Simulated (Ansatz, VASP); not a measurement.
# Bi in VASP and in Ansatz

```
Bi
1.0
     2.64922    0.00000    0.00000
    -1.32461    2.29429    0.00000
     0.00000    0.00000    2.50120
Bi
1
Direct
  0.00000 0.00000 0.00000
```

Change from the starting cell: volume scaled by 0.45, PAW files.

Alike in both runs: task single point; functional PBE; k mesh 14 × 14 × 13; occupations fermi-dirac, width 0.1 eV; no spin polarisation.

|  | VASP | Ansatz |
| --- | --- | --- |
| version | VASP 6.6.1 | Ansatz 0.2.0 |
| potentials or method | VASP PAW PBE potentials, release 64 (Bi_d) | PAW with Ansatz's default frozen-core files, scalar-relativistic |
| plane-wave cutoff (eV) | 520 | 420 |
| valence electrons in the cell | 15 | 15 |

```tsv
	VASP	Ansatz	Ansatz less VASP
pressure (GPa)	248.4	248.3	-0.04
traceless stress, the component that is largest in VASP (GPa)	0.01	0.09	+0.084
```

Both programs put the cell under a high pressure, so it lies far from rest at this level.

Spin-orbit coupling is off throughout. Noted on VASP's run: the cell as given lies far from equilibrium.
